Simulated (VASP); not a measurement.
## FeO: single point with PBEsol+U

The system is FeO.

```xyz
2
Lattice="0.0000 2.1554 2.1554 2.1554 0.0000 2.1554 2.1554 2.1554 0.0000" Properties=species:S:1:pos:R:3 pbc="T T T"
Fe    0.0000    0.0000    0.0000
O     2.1554    2.1554    2.1554
```

```json
{
 "Program": "VASP 6.6.1",
 "Task": "single point",
 "Functional": "PBEsol",
 "Potentials or basis": "VASP PAW PBE potentials, release 64 (Fe, O)",
 "Cutoff": "520 eV",
 "k mesh": "8 × 8 × 8",
 "Occupations": "gaussian, width 0.05 eV",
 "Spin": "collinear spin, ferromagnetic start",
 "Starting moments": "[3.82, 0.21] μB",
 "Hubbard terms": "Fe d U = 5.0 eV"
}
```

```yaml
Pressure: -8.8 GPa
Band_gap_on_the_k_mesh: zero (filled and empty bands overlap)
Net_moment: 4.00 μB per cell
Site_moments: Fe +3.86; O +0.18 μB
Valence_electrons_inside_the_program's_atomic_spheres: Fe 6.75; O 4.99
```

Levels at points of the mesh, in eV from the Fermi level:
Spin up:
```
           k point  band 6  band 7  band 8  band 9  band 10  band 11  band 12  band 13
(0.00, 0.00, 0.00)   -7.09   -4.21   -4.21   -4.21    -0.59    14.47    14.47    14.47
(0.50, 0.00, 0.00)   -6.40   -5.17   -2.19   -2.19     3.33     7.73    11.69    11.69
(0.50, 0.50, 0.00)   -6.13   -6.13   -5.43   -5.43     4.40     8.15     8.52    13.97
```
Spin down:
| k point | band 1 | band 2 | band 3 | band 4 | band 5 | band 6 | band 7 | band 8 | band 9 | band 10 |
| --- | --- | --- | --- | --- | --- | --- | --- | --- | --- | --- |
| (0.00, 0.00, 0.00) | -20.74 | -3.83 | -3.83 | -3.83 | -0.75 | -0.75 | -0.75 | 0.13 | 1.16 | 1.16 |
| (0.50, 0.00, 0.00) | -19.51 | -8.61 | -5.33 | -5.33 | 0.44 | 0.44 | 0.54 | 3.46 | 3.46 | 3.74 |
| (0.50, 0.50, 0.00) | -19.40 | -7.56 | -5.04 | -5.04 | -2.23 | 0.78 | 0.78 | 1.75 | 2.05 | 5.87 |

Eigenvalues of the final occupation matrices:
| site | spin | trace | eigenvalues |
| --- | --- | --- | --- |
| site 1 d | 1 | 4.96 | 0.97 0.97 0.97 1.02 1.02 |
| site 1 d | 2 | 1.14 | 0.10 0.10 0.31 0.31 0.31 |

It took 17 s on 1 thread of Intel Xeon 6975P-C (shared host), peak memory 0.16 GiB.

Caveat: the PAW data sets were made with another functional, which shifts forces and pressure a little; a cell with one magnetic atom can't hold antiferromagnetic order, which such compounds often take. The state reached can hang on the start; a lower one may exist.
